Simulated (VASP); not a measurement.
Cs2LiYCl6, 10 atoms in the cell. Symmetry: Fm-3m, No. 225, cubic system. Conventional cell: a = 10.466 Å, b = 10.466 Å, c = 10.466 Å, α = 90.00°, β = 90.00°, γ = 90.00°. Within 3.5 Å of Y (site symmetry m-3m) lie 6 Cl at 2.62 Å. Within 3.4 Å of Cl (site symmetry 4mm) lie 1 Li at 2.61 Å and 1 Y at 2.62 Å. Li (site symmetry m-3m) has 6 Cl at 2.61 Å within 3.4 Å. Cs (site symmetry -43m) has 12 Cl at 3.70 Å and 4 Y at 4.53 Å and 4 Li at 4.53 Å within 4.9 Å. 

```yaml
Program: VASP 6.6.1
Task: single point
Functional: r2SCAN
Potentials_or_basis: VASP PAW PBE potentials, release 64 (Y_sv, Cl, Li_sv, Cs_sv)
Cutoff: 520 eV
k_mesh: 4 × 4 × 4
Occupations: fermi-dirac, width 0.1 eV
Spin: no spin polarisation
Dipole_correction: no
Further_INCAR_settings: ALGO = Normal; EDIFF = 1e-06; NBANDS = 48
```

Potentials or basis: VASP PAW PBE potentials, release 64 (Y_sv, Cl, Li_sv, Cs_sv).

The run is started by

```sh
$ cat potpaw_PBE.64/Y_sv/POTCAR potpaw_PBE.64/Cl/POTCAR potpaw_PBE.64/Li_sv/POTCAR potpaw_PBE.64/Cs_sv/POTCAR > POTCAR
$ cp INCAR.step1 INCAR
$ mpirun -np 1 vasp_std > vasp.out
$ cp INCAR.step2 INCAR
$ mpirun -np 1 vasp_std > vasp.out
```

Hardware: 1 thread of Intel Xeon 8259CL, with other jobs on the host.

Problem. Estimate the wall time of this run.

Solution. Wall time 29 min on 1 thread of Intel Xeon 8259CL (shared host), peak memory 0.54 GiB. Counts: k points 8.
